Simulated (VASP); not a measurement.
Set up this calculation in VASP 6.6.1, as the native input.

| Property | Result |
| --- | --- |
| Task | single point |
| Functional | LDA |
| Potentials or basis | VASP PAW LDA potentials, release 64 (Cs_sv) |
| Cutoff | 520 eV |
| k mesh | 8 × 8 × 5 |
| Occupations | fermi-dirac, width 0.1 eV |
| Spin | no spin polarisation |
| Dipole correction | no |
| Further INCAR settings | ALGO = Normal; EDIFF = 1e-07; NBANDS = 16 |

The structure of Cs lies in POSCAR:

```
Cs
1.0
    4.9975215267      0.0000000000      0.0000000000
   -2.4987607634      4.3279805981      0.0000000000
    0.0000000000      0.0000000000      8.1806541340
Cs
2
Direct
    0.3333333333      0.6666666667      0.2500000000
    0.6666666667      0.3333333333      0.7500000000
```

This isn't the form of Cs at room conditions, which is bcc.

These files were run (other wordings do the same):

INCAR

```
SYSTEM = Cs
PREC = Accurate ; ENCUT = 520
EDIFF = 1E-7 ; ISMEAR = -1
SIGMA = 0.1 ; LREAL = .FALSE.
LASPH = .TRUE. ; NELM = 100
ALGO = Normal ; ISIF = 2
LWAVE = .FALSE. ; LCHARG = .TRUE.
GGA = CA ; LELF = .TRUE.
LVHAR = .TRUE. ; NBANDS = 16
```

KPOINTS

```
regular mesh
0
G
  8 8 5
  0 0 0
```

Potentials or basis: VASP PAW LDA potentials, release 64 (Cs_sv).

The run is started by

```console
$ cat potpaw_LDA.64/Cs_sv/POTCAR > POTCAR
$ mpirun -np 1 vasp_std > vasp.out
```

It gave:

* Pressure: 0.2 GPa
* Band gap on the k mesh: zero (bands 9 and 10 overlap by 1.37 eV)

Caveat: spin-orbit coupling is left out, which moves the levels of the heavy elements.

Wall time 110 s on 1 thread of Intel Xeon 8259CL, with other jobs on the host, peak memory 0.26 GiB.
